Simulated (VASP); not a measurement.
# Ta: single point with PBEsol

Ta:

```
Ta
1.0
     3.14926    0.00000    0.00000
     0.00000    3.14926    0.00000
     0.00000    0.00000    3.45506
Ta
2
Direct
  0.00000 0.00000 0.00000
  0.50000 0.50000 0.50000
```

This cell differs from its parent crystal: biaxial strain in the a-b plane: -4.0 %, then relaxed in part.

| Property | Result |
| --- | --- |
| Program | VASP 6.6.1 |
| Task | single point |
| Functional | PBEsol |
| Potentials or basis | VASP PAW PBE potentials, release 64 (Ta_pv) |
| Cutoff | 520 eV |
| k mesh | 16 × 16 × 16 |
| Occupations | gaussian, width 0.1 eV |
| Spin | no spin polarisation |

```yaml
Pressure: 7.8 GPa
Band_gap_on_the_k_mesh: zero (band 11 reaches 8.09 eV, above the bottom of band 12 at 4.62 eV)
```

Stress tensor (GPa, compression positive):
```
11.52  0.00  0.00
 0.00 11.52  0.00
 0.00  0.00  0.24
```

Levels at points of the mesh, in eV from the Fermi level:
```csv
k point,band 9,band 10,band 11,band 12,band 13,band 14
"(0.00, 0.00, 0.00)",-3.98,0.39,0.39,1.56,3.24,4.83
"(0.50, 0.00, 0.00)",-1.04,-1.04,0.58,0.58,1.50,1.50
"(0.50, 0.50, 0.00)",-2.49,-2.49,2.33,2.33,5.15,5.15
"(0.00, 0.00, 0.50)",-1.35,-1.35,1.76,1.76,1.76,1.76
"(0.50, 0.00, 0.50)",-1.26,-1.26,1.63,1.63,3.08,3.08
"(0.50, 0.50, 0.50)",-1.11,-1.11,-1.11,-1.11,4.52,4.52
```

Wall time 110 s on 1 thread of Intel(R) Xeon(R) Platinum 8259CL CPU @ 2.50GHz (Skylake/Cascade Lake), with other jobs on the host, peak memory 0.31 GiB.

Caveat: the cell differs from its parent crystal (biaxial strain in the a-b plane: -4.0 %, then relaxed in part); the PAW data sets were made with another functional, which shifts forces and pressure a little; spin-orbit coupling is left out, which moves the levels of the heavy elements.
